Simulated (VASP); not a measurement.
# Ge (P4_32_12) in VASP: a series of runs

Ge is run at these levels: PBE; tasks: single point.

Program: VASP 6.6.1. These are calculated values, not measurements. Logs are shortened: lines on timing, memory, paths and dates and some standing lists are left out, and cuts for length are marked.

**1. The cell of the first run**

Symmetry: P4_32_12, No. 96, tetragonal system. Conventional cell: a = 5.969 Å, b = 5.969 Å, c = 7.026 Å, α = 90.00°, β = 90.00°, γ = 90.00°. Within 3.3 Å of Ge (site symmetry 2) lie 4 Ge at 2.50 to 2.51 Å. Within 3.3 Å of Ge (site symmetry 1) lie 4 Ge at 2.50 to 2.53 Å.

**2. Single point, PBE (20.86 Å³/atom)**

Contents of INCAR:

```
ALGO = Normal
EDIFF = 1E-6
ENCUT = 500
GGA = PE
GGA_COMPAT = False
ISIF = 2
ISMEAR = -1
KPAR = 4
LASPH = True
LCHARG = True
LREAL = False
LVHAR = True
LWAVE = False
NBANDS = 96
NELM = 120
PREC = Accurate
SIGMA = 0.02
```

Contents of KPOINTS:

```
k-points
0
Gamma
  8 8 7
```

Contents of POSCAR:

```
Ge
1.0
    5.9692726677      0.0000000000      0.0000000000
    0.0000000000      5.9692726677      0.0000000000
    0.0000000000      0.0000000000      7.0262265127
Ge
12
Direct
    0.0890861817      0.0890861817      0.0000000000
    0.4109138183      0.5890861817      0.7500000000
    0.9109138183      0.9109138183      0.5000000000
    0.5890861817      0.4109138183      0.2500000000
    0.1721731781      0.3694520320      0.2570528116
    0.1305479680      0.6721731781      0.0070528116
    0.8278268219      0.6305479680      0.7570528116
    0.8694520320      0.3278268219      0.5070528116
    0.6721731781      0.1305479680     -0.0070528116
    0.6305479680      0.8278268219      0.2429471884
    0.3278268219      0.8694520320      0.4929471884
    0.3694520320      0.1721731781      0.7429471884
```

Potentials or basis: VASP PAW PBE potentials, release 64 (Ge_d).

Launch:

```bash
$ cat potpaw_PBE.64/Ge_d/POTCAR > POTCAR
$ mpirun -np 4 vasp_std > vasp.out
```

OUTCAR:

```text
EDIFF = 1E-6
   ENCUT = 500
   GGA = PE
   ISIF = 2
   ISMEAR = -1
   LASPH = True
   LREAL = False
   NELM = 120
   PREC = Accurate

 ion  position               nearest neighbor table
   1  0.089  0.089  0.000-   6 2.50   9 2.50   5 2.51  12 2.51
   2  0.411  0.589  0.750-   7 2.50  12 2.50  11 2.51   6 2.51
   3  0.911  0.911  0.500-   8 2.50  11 2.50  10 2.51   7 2.51
   4  0.589  0.411  0.250-   5 2.50  10 2.50   9 2.51   8 2.51
   5  0.172  0.369  0.257-   4 2.50   1 2.51   6 2.53   8 2.53
   6  0.131  0.672  0.007-   1 2.50   2 2.51   5 2.53   7 2.53
   7  0.828  0.631  0.757-   2 2.50   3 2.51   6 2.53   8 2.53
   8  0.869  0.328  0.507-   3 2.50   4 2.51   5 2.53   7 2.53
   9  0.672  0.131  0.993-   1 2.50   4 2.51  10 2.53  12 2.53
  10  0.631  0.828  0.243-   4 2.50   3 2.51   9 2.53  11 2.53
  11  0.328  0.869  0.493-   3 2.50   2 2.51  10 2.53  12 2.53
  12  0.369  0.172  0.743-   2 2.50   1 2.51   9 2.53  11 2.53

  LATTYP: Found a simple tetragonal cell.
 ALAT       =     5.9692726677
 C/A-ratio  =     1.1770657673

  Lattice vectors:

 A1 = (   5.9692726677,   0.0000000000,   0.0000000000)
 A2 = (   0.0000000000,   5.9692726677,   0.0000000000)
 A3 = (   0.0000000000,   0.0000000000,   7.0262265127)

Analysis of symmetry for initial positions (statically):
=====================================================================
 Subroutine PRICEL returns:
 Original cell was already a primitive cell.

 Routine SETGRP: Setting up the symmetry group for a
 simple tetragonal supercell.

 Subroutine GETGRP returns: Found  8 space group operations
 (whereof  2 operations were pure point group operations)
 out of a pool of 16 trial point group operations.

The static configuration has the point symmetry C_2 .
 The point group associated with its full space group is D_4 .

Analysis of symmetry for dynamics (positions and initial velocities):
=====================================================================
 Subroutine PRICEL returns:
 Original cell was already a primitive cell.

 Routine SETGRP: Setting up the symmetry group for a
 simple tetragonal supercell.

 Subroutine GETGRP returns: Found  8 space group operations
 (whereof  2 operations were pure point group operations)
 out of a pool of 16 trial point group operations.

The dynamic configuration has the point symmetry C_2 .
 The point group associated with its full space group is D_4 .

 Subroutine INISYM returns: Found  8 space group operations
 (whereof  2 operations are pure point group operations),
 and found     1 'primitive' translations

----------------------------------------------------------------------------------------

                                     Primitive cell

  volume of cell :     250.3600

  direct lattice vectors                    reciprocal lattice vectors
     5.969272668  0.000000000  0.000000000     0.167524597  0.000000000  0.000000000
     0.000000000  5.969272668  0.000000000     0.000000000  0.167524597  0.000000000
     0.000000000  0.000000000  7.026226513     0.000000000  0.000000000  0.142323906

  length of vectors
     5.969272668  5.969272668  7.026226513     0.167524597  0.167524597  0.142323906

  position of ions in fractional coordinates (direct lattice)
     0.089086182  0.089086182  0.000000000
     0.410913818  0.589086182  0.750000000
     0.910913818  0.910913818  0.500000000
     0.589086182  0.410913818  0.250000000
     0.172173178  0.369452032  0.257052812
     0.130547968  0.672173178  0.007052812
     0.827826822  0.630547968  0.757052812
     0.869452032  0.327826822  0.507052812
     0.672173178  0.130547968  0.992947188
     0.630547968  0.827826822  0.242947188
     0.327826822  0.869452032  0.492947188
     0.369452032  0.172173178  0.742947188

  ion indices of the primitive-cell ions
   primitive index   ion index
                 1           1
                 2           2
                 3           3
                 4           4
                 5           5
                 6           6
                 7           7
                 8           8
                 9           9
                10          10
                11          11
                12          12

----------------------------------------------------------------------------------------

 KPOINTS: k-points

Automatic generation of k-mesh.
 Grid dimensions read from file:
 generate k-points for:    8    8    7

 Generating k-lattice:

  Cartesian coordinates                     Fractional coordinates (reciprocal lattice)
     0.020940575  0.000000000  0.000000000     0.125000000  0.000000000  0.000000000
     0.000000000  0.020940575  0.000000000     0.000000000  0.125000000  0.000000000
     0.000000000  0.000000000  0.020331987     0.000000000  0.000000000  0.142857143

  Length of vectors
     0.020940575  0.020940575  0.020331987

  Shift w.r.t. Gamma in fractional coordinates (k-lattice)
     0.000000000  0.000000000  0.000000000

 Subroutine IBZKPT returns following result:
 ===========================================

 Found     60 irreducible k-points:

 Following reciprocal coordinates:
            Coordinates               Weight
  0.000000  0.000000  0.000000      1.000000
  0.125000  0.000000  0.000000      4.000000
  0.250000  0.000000  0.000000      4.000000
  0.375000  0.000000  0.000000      4.000000
  0.500000  0.000000  0.000000      2.000000
  0.125000  0.125000  0.000000      4.000000
[... 16 lines left out ...]
  0.375000  0.125000  0.142857     16.000000
  0.500000  0.125000  0.142857      8.000000
 [... further k-points ...]
   k-points           NKPTS =     60   k-points in BZ     NKDIM =     60   number of bands    NBANDS=     96
   number of dos      NEDOS =    301   number of ions     NIONS =     12
   total plane-waves  NPLWV = 124416
   dimension x,y,z NGX =    48 NGY =   48 NGZ =   54
   dimension x,y,z NGXF=    96 NGYF=   96 NGZF=  108
   ions per type =              12
   NGX,Y,Z   is equivalent  to a cutoff of  13.37, 13.37, 12.78 a.u.
   NGXF,Y,Z  is equivalent  to a cutoff of  26.74, 26.74, 25.55 a.u.
 SYSTEM =  unknown system
   PREC   = accura    normal or accurate (medium, high low for compatibility)
   ISTART =      0    job   : 0-new  1-cont  2-samecut
   ICHARG =      2    charge: 1-file 2-atom 10-const
   ISPIN  =      1    spin polarized calculation?
   LNONCOLLINEAR =      F non collinear calculations
   LSORBIT =      F    spin-orbit coupling
   LASPH  =      T    aspherical Exc in radial PAW
   ENCUT  =  500.0 eV  36.75 Ry    6.06 a.u.  10.88 10.88 12.81*2*pi/ulx,y,z
   NELM   =    120;   NELMIN=  2; NELMDL= -5     # of ELM steps
   EDIFF  = 0.1E-05   stopping-criterion for ELM
   LREAL  =      F    real-space projection
   EDIFFG = 0.1E-04   stopping-criterion for IOM
   NSW    =      0    number of steps for IOM
   IBRION =     -1    ionic relax: 0-MD 1-quasi-New 2-CG
   NFREE  =      0    steps in history (QN), initial steepest desc. (CG)
   ISIF   =      2    stress and relaxation
   ISYM   =      2    0-nonsym 1-usesym 2-fastsym
   POTIM  = 0.5000    time-step for ionic-motion
   TEBEG  =    0.0;   TEEND  =   0.0 temperature during run
   PSTRESS=    0.0 pullay stress
   NELECT =     168.0000    total number of electrons
   NUPDOWN=      -1.0000    fix difference up-down
   EMIN   =  10.00;   EMAX   =-10.00  energy-range for DOS
   EFERMI =   0.00;   METHOD = LEGACY
   ISMEAR =    -1;   SIGMA  =   0.02  broadening in eV -4-tet -1-fermi 0-gaus
   EFERMI_NEDOS =   21; number of points for ismear=-14 and -15
   IALGO  =     38    algorithm
   IMIX   =      4    mixing-type and parameters
     AMIX     =   0.40;   BMIX     =  1.00
     AMIX_MAG =   1.60;   BMIX_MAG =  1.00
  volume/ion in A,a.u.               =      20.86       140.79
  Fermi-wavevector in a.u.,A,eV,Ry     =   1.433253  2.708456 27.949290  2.054215
  Thomas-Fermi vector in A             =   2.552792
   LORBIT       =      0    0 simple, 1 ext, 2 COOP (PROOUT), +10 PAW based schemes
   GGA     = PE    functional components
   LHFCALC =     F    Hartree Fock is set to
   AEXX    =    0.0000 exact exchange contribution
   IVDW    =     0    specifies the selected vdW correction
   LEPSILON=     F    determine dielectric tensor
   LRPA    =     F    only Hartree local field effects (RPA)
 non-spin polarized calculation
  energy-cutoff  :      500.00
  volume of cell :      250.36
 maximum number of plane-waves:      6382
 NGX is ok and might be reduce to    48
   NGX = 21   NGY = 21   NGZ = 25

 number of electron     168.0000098 magnetization

 Free energy of the ion-electron system (eV)
  ---------------------------------------------------
  ext. energy  EPLUGINS =         0.00000000
  ---------------------------------------------------
  free energy    TOTEN  =       -52.45903703 eV

  energy without entropy =      -52.45903696  energy(sigma->0) =      -52.45903699

 E-fermi :   5.3855     XC(G=0): -10.5545

 val. band max:        5.1227909556   @ k =   0.3750   0.3750   0.0000
 cond. band min:       5.6250698985   @ k =   0.3750   0.3750   0.0000
 fundamental gap:      0.5022789429
 Fermi energy:         5.3854922891

 k-point     1 :       0.0000    0.0000    0.0000
  band No.  band energies     occupation
      1     -19.1938      2.00000
      2     -19.1691      2.00000
      3     -19.1691      2.00000
      4     -19.1534      2.00000
      5     -19.1534      2.00000
      6     -19.1529      2.00000
[... 88 lines left out ...]
     95       9.8963      0.00000
     96       9.8963      0.00000

 k-point     2 :       0.1250    0.0000    0.0000
  band No.  band energies     occupation
      1     -19.1922      2.00000
      2     -19.1699      2.00000
      3     -19.1678      2.00000
      4     -19.1558      2.00000
      5     -19.1534      2.00000
      6     -19.1525      2.00000
[... 2266 lines left out ...]
     95       9.6026      0.00000
     96       9.6026      0.00000

 [... further k-points ...]

------------------------ aborting loop because EDIFF is reached ----------------------------------------

  FORCE on cell =-STRESS in cart. coord.  units (eV):
  Direction    XX          YY          ZZ          XY          YZ          ZX
  --------------------------------------------------------------------------------------
  -------------------------------------------------------------------------------------
  Total        2.6418332      2.6418332      2.2550262      0.0000000     -0.0000000     -0.0000000
  in kB       16.9063943     16.9063943     14.4310255      0.0000000     -0.0000000     -0.0000000
  external PRESSURE =      16.0812713 kB  Pullay stress =       0.0000000 kB

 VOLUME and BASIS-vectors are now :
 -----------------------------------------------------------------------------
  energy-cutoff  :      500.00
  volume of cell :      250.36
      direct lattice vectors                 reciprocal lattice vectors
     5.969272668  0.000000000  0.000000000     0.167524597  0.000000000  0.000000000
     0.000000000  5.969272668  0.000000000     0.000000000  0.167524597  0.000000000
     0.000000000  0.000000000  7.026226513     0.000000000  0.000000000  0.142323906

 POSITION                                       TOTAL-FORCE (eV/Angst)
 -----------------------------------------------------------------------------------
      0.53178      0.53178      0.00000        -0.001822     -0.001822      0.000000
      2.45286      3.51642      5.26967         0.001822     -0.001822      0.000000
      5.43749      5.43749      3.51311         0.001822      0.001822      0.000000
      3.51642      2.45286      1.75656        -0.001822      0.001822      0.000000
      1.02775      2.20536      1.80611        -0.005336      0.005540      0.002104
      0.77928      4.01238      0.04955        -0.005540     -0.005336      0.002104
      4.94152      3.76391      5.31922         0.005336     -0.005540      0.002104
      5.19000      1.95689      3.56267         0.005540      0.005336      0.002104
      4.01238      0.77928      6.97667        -0.005336     -0.005540     -0.002104
      3.76391      4.94152      1.70700        -0.005540      0.005336     -0.002104
      1.95689      5.19000      3.46356         0.005336      0.005540     -0.002104
      2.20536      1.02775      5.22012         0.005540     -0.005336     -0.002104
 -----------------------------------------------------------------------------------
    total drift:                               -0.000000      0.000000      0.000000

  FREE ENERGIE OF THE ION-ELECTRON SYSTEM (eV)
  ---------------------------------------------------
  free  energy   TOTEN  =       -52.4590370254 eV

  energy  without entropy=      -52.4590369624  energy(sigma->0) =      -52.45903699
```

Run time: 3.5 min. Hardware: 4 MPI ranks of AMD EPYC 9R45 (Zen 5), shared host; peak memory 0.93 GiB.

Results:

| Quantity | Value |
| --- | --- |
| Free energy | -52.4590 eV |
| Pressure | 1.6 GPa |
| Largest force | 0.008 eV/Å |
| Band gap on the k mesh | 0.50 eV |

Forces in eV/Å, atoms in the order of the input:
```
Ge  -0.002 -0.002  0.000
Ge   0.002 -0.002  0.000
Ge   0.002  0.002  0.000
Ge  -0.002  0.002  0.000
Ge  -0.005  0.006  0.002
Ge  -0.006 -0.005  0.002
Ge   0.005 -0.006  0.002
Ge   0.006  0.005  0.002
Ge  -0.005 -0.006 -0.002
Ge  -0.006  0.005 -0.002
Ge   0.005  0.006 -0.002
Ge   0.006 -0.005 -0.002
```

Levels at points of the mesh, in eV from the valence-band top:
```
           k point  band 80  band 81  band 82  band 83  band 84  band 85  band 86  band 87  band 88  band 89
(0.00, 0.00, 0.00)    -1.66    -0.99    -0.94    -0.94    -0.20     1.45     1.70     1.70     2.58     3.28
(0.50, 0.00, 0.00)    -1.74    -0.54    -0.54    -0.05    -0.05     1.18     1.18     2.20     2.20     2.55
(0.50, 0.50, 0.00)    -1.04    -0.30    -0.30    -0.06    -0.06     1.11     1.11     1.57     1.57     1.90
```

Caveat: semilocal functionals underestimate gaps, and a narrow one can read as zero.

**3. Single point, PBE (z stretched by +1 %, then relaxed in part)**

Contents of INCAR:

```
PREC = Accurate
ENCUT = 500
EDIFF = 1E-6
ISMEAR = -1
SIGMA = 0.02
LREAL = F
LASPH = T
NELM = 120
ALGO = Normal
ISIF = 2
LWAVE = F
LCHARG = T
GGA = PE
LVHAR = T
NBANDS = 96
GGA_COMPAT = F
KPAR = 4
```

Contents of KPOINTS:

```
regular mesh
0
Gamma
  8 8 7
```

Contents of POSCAR:

```
Ge
1.0
    5.9300000000      0.0000000000      0.0000000000
    0.0000000000      5.9300000000      0.0000000000
    0.0000000000      0.0000000000      7.0498000000
Ge
12
Direct
    0.0892714996      0.0892714996      0.0000000000
    0.4107285004      0.5892714996      0.7500000000
    0.9107285004      0.9107285004      0.5000000000
    0.5892714996      0.4107285004      0.2500000000
    0.1714522790      0.3689041228      0.2573009227
    0.1310958772      0.6714522790      0.0073009227
    0.8285477210      0.6310958772      0.7573009227
    0.8689041228      0.3285477210      0.5073009227
    0.6714522790      0.1310958772     -0.0073009227
    0.6310958772      0.8285477210      0.2426990773
    0.3285477210      0.8689041228      0.4926990773
    0.3689041228      0.1714522790      0.7426990773
```

Potentials or basis: VASP PAW PBE potentials, release 64 (Ge_d).

Launch:

```bash
$ cat potpaw_PBE.64/Ge_d/POTCAR > POTCAR
$ mpirun -np 4 vasp_std > vasp.out
```

Run time: 9.2 min. Hardware: 4 MPI ranks of Intel Xeon Platinum 8259CL at 2.50GHz (Skylake/Cascade Lake), shared host; peak memory 0.94 GiB.

Results (log left out):

```yaml
Free_energy: -52.4195 eV
Pressure: 2.3 GPa
Largest_force: 0.005 eV/Å
Band_gap_on_the_k_mesh: 0.54 eV (least direct gap 0.59 eV)
```

Forces on the atoms (eV/Å):
```
Ge  -0.001 -0.001  0.000
Ge   0.001 -0.001  0.000
Ge   0.001  0.001  0.000
Ge  -0.001  0.001  0.000
Ge  -0.003  0.003 -0.001
Ge  -0.003 -0.003 -0.001
Ge   0.003 -0.003 -0.001
Ge   0.003  0.003 -0.001
Ge  -0.003 -0.003  0.001
Ge  -0.003  0.003  0.001
Ge   0.003  0.003  0.001
Ge   0.003 -0.003  0.001
```

Stress tensor (GPa, compression positive):
```
2.73 0.00 0.00
0.00 2.73 0.00
0.00 0.00 1.53
```

Levels at points of the mesh, in eV from the valence-band top:
```tsv
k point	band 82	band 83	band 84	band 85	band 86	band 87
(0.00, 0.00, 0.00)	-0.94	-0.94	-0.28	1.43	1.73	1.73
(0.50, 0.00, 0.00)	-0.58	-0.03	-0.03	1.21	1.21	2.24
(0.50, 0.50, 0.00)	-0.34	-0.09	-0.09	1.15	1.15	1.62
```

Caveat: the cell differs from its parent crystal (z stretched by +1 %, then relaxed in part); semilocal functionals underestimate gaps, and a narrow one can read as zero.
